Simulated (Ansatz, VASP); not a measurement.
**BeS in VASP and in Ansatz**

The input INCAR:

```
SYSTEM = BeS
PREC = Accurate ; ENCUT = 520
EDIFF = 1E-6 ; ISMEAR = 0
SIGMA = 0.01 ; LREAL = .FALSE.
LASPH = .TRUE. ; NELM = 60
ALGO = Normal ; ISIF = 2
LWAVE = .FALSE. ; LCHARG = .FALSE.
GGA = PS ; NBANDS = 11
```

The input KPOINTS:

```
regular mesh
0
G
  8 8 8
  0 0 0
```

Contents of POSCAR:

```
BeS
1.0
    2.4431541893      2.4431541893      0.0000000000
   -2.4431541893      2.4431541893      0.0000000000
    0.0000000000      2.4431541893      2.3991281814
Be S
1 1
Direct
    0.0000000000      0.0000000000      0.0000000000
    0.7500000000      0.2500000000      0.5000000000
```

Input for Ansatz:

```yaml
crystal:
  lattice:
    - [2.44315418927, 2.44315418927, 0.0]
    - [-2.44315418927, 2.44315418927, 0.0]
    - [0.0, 2.44315418927, 2.39912818145]
  atoms:
    - { symbol: Be, position: [0.0, 0.0, 0.0] }
    - { symbol: S, position: [0.75, 0.25, 0.5] }
kpoints:
  mp_grid: { grid: [8, 8, 8] }
scf:
  occupations: { method: fixed }
  convergence: { dr2_threshold: 1.0e-10 }
hamiltonian:
  xc: pbesol
  pseudopotentials: { kind: all_electron, lapw: { basis_error: 0.0005 } }
output:
  forces: true
  stress: true
  eigenstates:
    kpoints:
      - [0.0, 0.0, 0.0]
      - [-0.5, 0.5, 0.0]
      - [-0.5, -0.5, -0.5]
      - [0.0, 0.0, -0.5]
      - [0.0, -0.5, -0.5]
      - [0.0, 0.5, 0.0]
      - [-0.5, 0.0, 0.0]
      - [-0.5, 0.0, -0.5]
  eigenvalues: true
```

Change from the starting cell: film at in-plane strain +0.01.

Alike in both runs: task single point; functional PBEsol; k mesh 8 × 8 × 8; no spin polarisation.

|  | VASP | Ansatz |
| --- | --- | --- |
| version | VASP 6.6.1 | Ansatz 0.2.0 |
| potentials or method | VASP PAW PBE potentials, release 64 (Be, S), cutoff 520 eV | all-electron LAPW, scalar-relativistic |
| occupations | gaussian, width 0.01 eV | fixed |

```csv
,VASP,Ansatz,Ansatz less VASP
gap on the k mesh at the Fermi level (eV),2.78,2.78,-0.002
pressure (GPa),-1.0,-1.1,-0.20
"traceless stress, the component that is largest in VASP (GPa)",1.10,1.11,+0.007
```

VASP's potentials were made for PBE, not for PBEsol. Ansatz ran all-electron here, and VASP with PAW potentials.
